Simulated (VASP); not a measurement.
# KI (Cmcm) in VASP: single point with LDA

Aim: the single point of KI with LDA.

Program: VASP 6.6.1. These are calculated values, not measurements. Logs are shortened: lines on timing, memory, paths and dates and some standing lists are left out, and cuts for length are marked.

## Step 1: The cell of the first run

Symmetry: Cmcm, No. 63, orthorhombic system. Conventional cell: a = 5.025 Å, b = 8.510 Å, c = 8.677 Å, α = 90.00°, β = 90.00°, γ = 90.00°. Within 4.7 Å of K (site symmetry 2/m) lie 6 I at 3.59 to 3.62 Å and 2 K at 4.34 Å. I (site symmetry m2m) has 6 K at 3.59 to 3.62 Å within 4.7 Å.

## Step 2: Single point, LDA

Input file INCAR:

```
SYSTEM = KI
PREC = Accurate
ENCUT = 520
EDIFF = 1E-6
ISMEAR = -1
SIGMA = 0.15
LREAL = .FALSE.
LASPH = .TRUE.
NELM = 80
ALGO = Normal
ISIF = 2
LWAVE = .FALSE.
LCHARG = .TRUE.
GGA = CA
LELF = .TRUE.
LVHAR = .TRUE.
NBANDS = 24
```

Input file KPOINTS:

```
Automatic mesh
0
G
  5 5 3
  0 0 0
```

Input file POSCAR:

```
KI
1.0
    2.5126600000     -4.2552270000      0.0000000000
    2.5126600000      4.2552270000      0.0000000000
    0.0000000000      0.0000000000      8.6765890000
K I
2 2
Direct
    0.5000000000      0.5000000000      0.5000000000
    0.5000000000      0.5000000000      0.0000000000
    0.8402300000      0.1597700000      0.2500000000
    0.1597700000      0.8402300000      0.7500000000
```

Potentials or basis: VASP PAW LDA potentials, release 64 (K_sv, I).

Started as:

```
> cat potpaw_LDA.64/K_sv/POTCAR potpaw_LDA.64/I/POTCAR > POTCAR
> mpirun -np 1 vasp_std > vasp.out
```

OUTCAR:

```text
SYSTEM = KI
   PREC = Accurate
   ENCUT = 520
   EDIFF = 1E-6
   ISMEAR = -1
   LREAL = .FALSE.
   LASPH = .TRUE.
   NELM = 80
   ISIF = 2
   GGA = CA

 ion  position               nearest neighbor table
   1  0.500  0.500  0.500-   4 3.59   3 3.59   4 3.59   3 3.59   3 3.62   4 3.62
   2  0.500  0.500  0.000-   4 3.59   3 3.59   4 3.59   3 3.59   3 3.62   4 3.62
   3  0.840  0.160  0.250-   1 3.59   2 3.59   1 3.59   2 3.59   1 3.62   2 3.62
   4  0.160  0.840  0.750-   1 3.59   2 3.59   1 3.59   2 3.59   1 3.62   2 3.62

  LATTYP: Found a base centered orthorhombic cell.
 ALAT       =     5.0253200000
 B/A-ratio  =     1.6935148408
 C/A-ratio  =     1.7265744271

  Lattice vectors:

 A1 = (   2.5126600000,  -4.2552270000,   0.0000000000)
 A2 = (   2.5126600000,   4.2552270000,   0.0000000000)
 A3 = (   0.0000000000,   0.0000000000,   8.6765890000)

Analysis of symmetry for initial positions (statically):
=====================================================================
 Subroutine PRICEL returns:
 Original cell was already a primitive cell.

 Routine SETGRP: Setting up the symmetry group for a
 base centered orthorhombic supercell.

 Subroutine GETGRP returns: Found  8 space group operations
 (whereof  4 operations were pure point group operations)
 out of a pool of  8 trial point group operations.

The static configuration has the point symmetry C_2h.
 The point group associated with its full space group is D_2h.

Analysis of symmetry for dynamics (positions and initial velocities):
=====================================================================
 Subroutine PRICEL returns:
 Original cell was already a primitive cell.

 Routine SETGRP: Setting up the symmetry group for a
 base centered orthorhombic supercell.

 Subroutine GETGRP returns: Found  8 space group operations
 (whereof  4 operations were pure point group operations)
 out of a pool of  8 trial point group operations.

The dynamic configuration has the point symmetry C_2h.
 The point group associated with its full space group is D_2h.

 Subroutine INISYM returns: Found  8 space group operations
 (whereof  4 operations are pure point group operations),
 and found     1 'primitive' translations

----------------------------------------------------------------------------------------

                                     Primitive cell

  volume of cell :     185.5391

  direct lattice vectors                    reciprocal lattice vectors
     2.512660000 -4.255227000  0.000000000     0.198992303 -0.117502545  0.000000000
[... 84 lines left out ...]
   LREAL  =      F    real-space projection
   EDIFFG = 0.1E-04   stopping-criterion for IOM
   NSW    =      0    number of steps for IOM
   IBRION =     -1    ionic relax: 0-MD 1-quasi-New 2-CG
   NFREE  =      0    steps in history (QN), initial steepest desc. (CG)
   ISIF   =      2    stress and relaxation
   ISYM   =      2    0-nonsym 1-usesym 2-fastsym
   POTIM  = 0.5000    time-step for ionic-motion
   TEBEG  =    0.0;   TEEND  =   0.0 temperature during run
   PSTRESS=    0.0 pullay stress
   NELECT =      32.0000    total number of electrons
   NUPDOWN=      -1.0000    fix difference up-down
   EMIN   =  10.00;   EMAX   =-10.00  energy-range for DOS
   EFERMI =   0.00;   METHOD = LEGACY
   ISMEAR =    -1;   SIGMA  =   0.15  broadening in eV -4-tet -1-fermi 0-gaus
   EFERMI_NEDOS =   21; number of points for ismear=-14 and -15
   IALGO  =     38    algorithm
   IMIX   =      4    mixing-type and parameters
     AMIX     =   0.40;   BMIX     =  1.00
     AMIX_MAG =   1.60;   BMIX_MAG =  1.00
  volume/ion in A,a.u.               =      46.38       313.02
  Fermi-wavevector in a.u.,A,eV,Ry     =   0.911268  1.722048 11.298416  0.830410
  Thomas-Fermi vector in A             =   2.035528
   LORBIT       =      0    0 simple, 1 ext, 2 COOP (PROOUT), +10 PAW based schemes
   GGA     = CA    functional components
   LHFCALC =     F    Hartree Fock is set to
   AEXX    =    0.0000 exact exchange contribution
   IVDW    =     0    specifies the selected vdW correction
   LEPSILON=     F    determine dielectric tensor
   LRPA    =     F    only Hartree local field effects (RPA)
 non-spin polarized calculation
  energy-cutoff  :      520.00
  volume of cell :      185.54
 maximum number of plane-waves:      5015
 NGX is ok and might be reduce to    40
   NGX = 19   NGY = 19   NGZ = 33

 number of electron      31.9999999 magnetization

 Free energy of the ion-electron system (eV)
  ---------------------------------------------------
  ext. energy  EPLUGINS =         0.00000000
  ---------------------------------------------------
  free energy    TOTEN  =       -12.09877539 eV

  energy without entropy =      -12.09876849  energy(sigma->0) =      -12.09877194

 E-fermi :   1.1582     XC(G=0):  -7.4258

 val. band max:       -0.7796280958   @ k =   0.0000   0.0000   0.0000
 cond. band min:       2.6185818479   @ k =   0.0000   0.0000   0.0000
 fundamental gap:      3.3982099436
 Fermi energy:         1.1581825074

 k-point     1 :       0.0000    0.0000    0.0000
  band No.  band energies     occupation
      1     -29.1592      2.00000
      2     -29.1546      2.00000
      3     -13.0370      2.00000
      4     -12.8784      2.00000
      5     -12.8765      2.00000
      6     -12.8672      2.00000
[... 475 lines left out ...]
     23       6.7720      0.00000
     24       7.0161      0.00000

------------------------ aborting loop because EDIFF is reached ----------------------------------------

  FORCE on cell =-STRESS in cart. coord.  units (eV):
  Direction    XX          YY          ZZ          XY          YZ          ZX
  --------------------------------------------------------------------------------------
  -------------------------------------------------------------------------------------
  Total       -1.9562213     -1.8361972     -1.9832730      0.0000000      0.0000000      0.0000000
  in kB      -16.8924670    -15.8560286    -17.1260652      0.0000000      0.0000000      0.0000000
  external PRESSURE =     -16.6248536 kB  Pullay stress =       0.0000000 kB

 VOLUME and BASIS-vectors are now :
 -----------------------------------------------------------------------------
  energy-cutoff  :      520.00
  volume of cell :      185.54
      direct lattice vectors                 reciprocal lattice vectors
     2.512660000 -4.255227000  0.000000000     0.198992303 -0.117502545  0.000000000
     2.512660000  4.255227000  0.000000000     0.198992303  0.117502545  0.000000000
     0.000000000  0.000000000  8.676589000     0.000000000  0.000000000  0.115252664

 POSITION                                       TOTAL-FORCE (eV/Angst)
 -----------------------------------------------------------------------------------
      2.51266      0.00000      4.33829         0.000000      0.000000      0.000000
      2.51266      0.00000      0.00000         0.000000      0.000000      0.000000
      2.51266     -2.89551      2.16915         0.000000      0.029485     -0.000000
      2.51266      2.89551      6.50744         0.000000     -0.029485      0.000000
 -----------------------------------------------------------------------------------
    total drift:                               -0.000000      0.000000     -0.000000

  FREE ENERGIE OF THE ION-ELECTRON SYSTEM (eV)
  ---------------------------------------------------
  free  energy   TOTEN  =       -12.0987753933 eV

  energy  without entropy=      -12.0987684897  energy(sigma->0) =      -12.09877194
```

stdout:

```text
POSCAR found type information on POSCAR K I
 POSCAR found :  2 types and       4 ions
 scaLAPACK will be used
 LDA part: xc-table for (Slater(with rela. corr.)+CA(PZ))
 , standard interpolation
 POSCAR, INCAR and KPOINTS ok, starting setup
 FFT: planning ... GRIDC
 FFT: planning ... GRID_SOFT
 FFT: planning ... GRID
 WAVECAR not read
 entering main loop
```

It took 4 min on 1 thread of AMD EPYC, shared host; peak memory 0.25 GiB.

What came out:

| Quantity | Value |
| --- | --- |
| Free energy | -12.0988 eV |
| Pressure | -1.7 GPa |
| Largest force | 0.029 eV/Å |
| Band gap on the k mesh | 3.40 eV |

Forces in eV/Å, atoms in the order of the input:
```
K    0.000  0.000  0.000
K    0.000  0.000  0.000
I    0.000  0.029  0.000
I    0.000 -0.029  0.000
```

Stress tensor (GPa, compression positive):
```
-1.69  0.00  0.00
 0.00 -1.59  0.00
 0.00  0.00 -1.71
```

Caveat: spin-orbit coupling is left out, which moves the levels of the heavy elements.
